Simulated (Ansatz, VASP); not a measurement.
# One calculation of P, two programs

```
P
1.0
     4.64700    2.67153    1.57384
    -4.66775    2.69892    1.58779
     0.00617   -5.39738    6.36953
P
12
Direct
  0.97162 0.79029 0.49551
  0.47195 0.29063 0.99549
  0.84714 0.32697 0.14357
  0.34709 0.82688 0.64344
  0.05009 0.75527 0.23614
  0.55013 0.25527 0.73609
  0.52829 0.70961 0.00446
  0.02811 0.20940 0.50454
  0.65285 0.17320 0.35658
  0.15295 0.67297 0.85640
  0.44995 0.74484 0.26381
  0.94983 0.24468 0.76397
```

Change from the starting cell: cell x2, atoms moved at random (sigma 0.05 Å) and cell strained at random (1.5 %), then relaxed without symmetry.

Alike in both runs: functional PBE; k mesh 4 × 4 × 2; occupations gaussian, width 0.1 eV; no spin polarisation.

Ansatz relaxed the structure, and its values are those at the end. VASP's run is a single point on that final structure, the one shown.

```csv
,VASP,Ansatz
version,VASP 6.6.1,Ansatz 0.2.0
potentials or method,"VASP PAW PBE potentials, release 64 (P), cutoff 520 eV","scalar-relativistic, plane waves, PAW"
valence electrons in the cell,60,60
```

```csv
,VASP,Ansatz,Ansatz less VASP
gap on the k mesh at the Fermi level (eV),0.60,0.58,-0.022
least direct gap on the mesh (eV),0.60,0.58,-0.022
pressure (GPa),-0.3,0.0,+0.30
rms of the force components (eV/Å),0.027,0.006,-0.0219
```
